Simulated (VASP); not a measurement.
## Zn: single point with PBEsol

Crystal: Zn.

```xyz
1
Lattice="-1.5982 1.5982 1.5982 1.5982 -1.5982 1.5982 1.5982 1.5982 -1.5982" Properties=species:S:1:pos:R:3 pbc="T T T"
Zn    0.0000    0.0000    0.0000
```

This cell differs from its parent crystal: strained.

- Program: VASP 6.6.1
- Task: single point
- Functional: PBEsol
- Potentials or basis: VASP PAW PBE potentials, release 64 (Zn)
- Cutoff: 520 eV
- k mesh: 18 × 18 × 18
- Occupations: gaussian, width 0.1 eV
- Spin: no spin polarisation

```
Pressure               : -7.5 GPa
Band gap on the k mesh : zero (band 6 reaches 6.60 eV, above the bottom of band 7 at 1.44 eV)
```

Levels at points of the mesh, in eV from the Fermi level:
```
           k point  band 4  band 5  band 6  band 7  band 8  band 9
(0.00, 0.00, 0.00)   -7.52   -7.07   -7.07   18.10   18.10   18.10
(0.50, 0.00, 0.00)   -7.04   -6.77   -2.38   -1.04   10.85   12.32
(0.50, 0.50, 0.50)   -6.84   -6.84    4.12    4.12    4.12    6.85
```

Wall time 20 s on 1 thread of Intel Xeon 6975P-C, with other jobs on the host, peak memory 0.17 GiB.

Caveat: the cell differs from its parent crystal (strained); the PAW data sets were made with another functional, which shifts forces and pressure a little.
